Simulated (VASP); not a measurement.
A run of VASP 6.6.1 is set up as follows.

INCAR

```
PREC = Accurate
ENCUT = 400
EDIFF = 1E-8
ISMEAR = 0
SIGMA = 0.01
LREAL = False
LASPH = True
NELM = 120
ALGO = Normal
ISIF = 2
LWAVE = False
LCHARG = False
GGA = PS
IVDW = 12
LEPSILON = True
GGA_COMPAT = False
```

Contents of KPOINTS:

```
regular mesh
0
Gamma
  6 6 4
```

The input POSCAR:

```
CdS
1.0
    4.1500000000      0.0000000000      0.0000000000
   -2.0750000000      3.5940054257      0.0000000000
    0.0000000000      0.0000000000      6.7370000000
Cd S
2 2
Direct
    0.3333333333      0.6666666667      0.0000000000
    0.6666666667      0.3333333333      0.5000000000
    0.3333333333      0.6666666667      0.3750000000
    0.6666666667      0.3333333333      0.8750000000
```

Potentials or basis: VASP PAW PBE potentials, release 64 (Cd, S).

Launch:

```console
$ cat potpaw_PBE.64/Cd/POTCAR potpaw_PBE.64/S/POTCAR > POTCAR
$ mpirun -np 1 vasp_std > vasp.out
```

Predict the electronic dielectric tensor (diagonal).

7.31, 7.31, 7.16.

Estimate the Born charges (mean of the diagonal).

Cd +2.23; S -2.23 e.

What does it give for the dispersion energy per atom?

-0.268 eV.

Estimate the band gap on the k mesh.

1.06 eV.

Electronic dielectric tensor:
```
7.31 0.00 0.00
0.00 7.31 0.00
0.00 0.00 7.16
```

Caveat: three body term missing. PBEsol gaps usually lie below the measured ones, often by a third to a half.
